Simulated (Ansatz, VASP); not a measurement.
## Al3GaN4: VASP beside Ansatz

File INCAR:

```
SYSTEM = Al3GaN4
ALGO = Normal
EDIFF = 1E-7
ENCUT = 520
GGA = PS
ISIF = 2
ISMEAR = 0
LASPH = .TRUE.
LCHARG = .TRUE.
LELF = .TRUE.
LREAL = .FALSE.
LVHAR = .TRUE.
LWAVE = .FALSE.
NBANDS = 31
NELM = 80
PREC = Accurate
SIGMA = 0.05
```

Contents of KPOINTS:

```
k-points
0
G
  6 6 6
  0 0 0
```

POSCAR

```
Al3GaN4
1.0
    4.3774540649      0.1326854306     -0.0872827636
    0.1326854306      4.3476806624     -0.0501628550
   -0.0872827636     -0.0501628550      4.3862353524
Al Ga N
3 1 4
Direct
    0.5149372655      0.4882928946      0.0048746568
    0.4819242994     -0.0074087026      0.5122903113
   -0.0045035323      0.5114133627      0.4915163167
   -0.0148156903      0.0244628242     -0.0063531140
    0.7689944210      0.7386568434      0.2599818129
    0.7339157760      0.2597492135      0.7446991021
    0.2636430945      0.7646674191      0.7271877164
    0.2559043662      0.2201661450      0.2658031978
```

Input for Ansatz:

```yaml
crystal:
  lattice:
    - [4.3774540649, 0.1326854306, -0.0872827636]
    - [0.1326854306, 4.3476806624, -0.050162855]
    - [-0.0872827636, -0.050162855, 4.3862353524]
  atoms:
    - { symbol: Al, position: [0.5149372655, 0.4882928946, 0.0048746568] }
    - { symbol: Al, position: [0.4819242994, -0.0074087026, 0.5122903113] }
    - { symbol: Al, position: [-0.0045035323, 0.5114133627, 0.4915163167] }
    - { symbol: Ga, position: [-0.0148156903, 0.0244628242, -0.006353114] }
    - { symbol: "N", position: [0.768994421, 0.7386568434, 0.2599818129] }
    - { symbol: "N", position: [0.733915776, 0.2597492135, 0.7446991021] }
    - { symbol: "N", position: [0.2636430945, 0.7646674191, 0.7271877164] }
    - { symbol: "N", position: [0.2559043662, 0.220166145, 0.2658031978] }
basis:
  ecutwfc: 420
kpoints:
  mp_grid: { grid: [6, 6, 6] }
hamiltonian:
  xc: pbesol
scf:
  occupations: { method: gaussian, width: 0.05 }
output:
  forces: true
  stress: true
  eigenvalues: true
```

Change from the starting cell: all atoms moved at random (sigma 0.06 Å a component), cell strained at random (sigma 0.03).

Alike in both runs: task single point; functional PBEsol; k mesh 6 × 6 × 6; occupations gaussian, width 0.05 eV; no spin polarisation.

|  | VASP | Ansatz |
| --- | --- | --- |
| version | VASP 6.6.1 | Ansatz 0.2.0 |
| potentials or method | VASP PAW PBE potentials, release 64 (Al, Ga_d, N), cutoff 520 eV | scalar-relativistic, plane waves, PAW |
| valence electrons in the cell | 42 | 42 |

|  | VASP | Ansatz | Ansatz less VASP |
| --- | --- | --- | --- |
| gap on the k mesh at the Fermi level (eV) | 2.79 | 2.80 | +0.008 |
| least direct gap on the mesh (eV) | 2.79 | 2.80 | +0.008 |
| pressure (GPa) | 12.1 | 12.1 | -0.08 |
| traceless stress, the component that is largest in VASP (GPa) | -15.25 | -15.09 | +0.164 |
| rms of the force components (eV/Å) | 2.067 | 2.043 | -0.0242 |

VASP's potentials were made for PBE, not for PBEsol. Atom by atom the forces differ by 0.032 eV/Å (rms over components). With one functional, cell and mesh, what is left measures potentials, basis and numerics.
